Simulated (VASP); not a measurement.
TiAl16O24 (a cell with a defect), 41 atoms in the cell. The cell holds a defect, 41 atoms: a = 5.181 Å, b = 10.361 Å, c = 10.361 Å, α = 55.29°, β = 55.29°, γ = 55.29°. 

```yaml
Program: VASP 6.6.1
Task: single point
Functional: HSE06
Potentials_or_basis: VASP PAW PBE potentials, release 64 (Al, O, Ti_sv)
Cutoff: 520 eV
k_mesh: 1 × 1 × 1, shifted
Occupations: fermi-dirac, width 0.01 eV
Spin: no spin polarisation
Dipole_correction: no
Grid_for_exact_exchange_PRECFOCK: Fast
Further_INCAR_settings: LREAL = Auto; ALGO = Normal; EDIFF = 1e-06; NBANDS = 128
Share_of_exact_exchange: 0.25
Screening_parameter: 0.2079 1/Å
```

Potentials or basis: VASP PAW PBE potentials, release 64 (Al, O, Ti_sv).

The run is started by

```sh
$ cat potpaw_PBE.64/Al/POTCAR potpaw_PBE.64/O/POTCAR potpaw_PBE.64/Ti_sv/POTCAR > POTCAR
$ cp INCAR.step1 INCAR
$ mpirun -np 1 vasp_std > vasp.out
$ cp INCAR.step2 INCAR
$ mpirun -np 1 vasp_std > vasp.out
```

Hardware: 1 thread of Intel Xeon 8259CL, with other jobs on the host.

Q: How long does it take, and how much memory?

A: It took 37 min on 1 thread of Intel Xeon 8259CL (shared host), peak memory 0.73 GiB. Counts: k points 1.
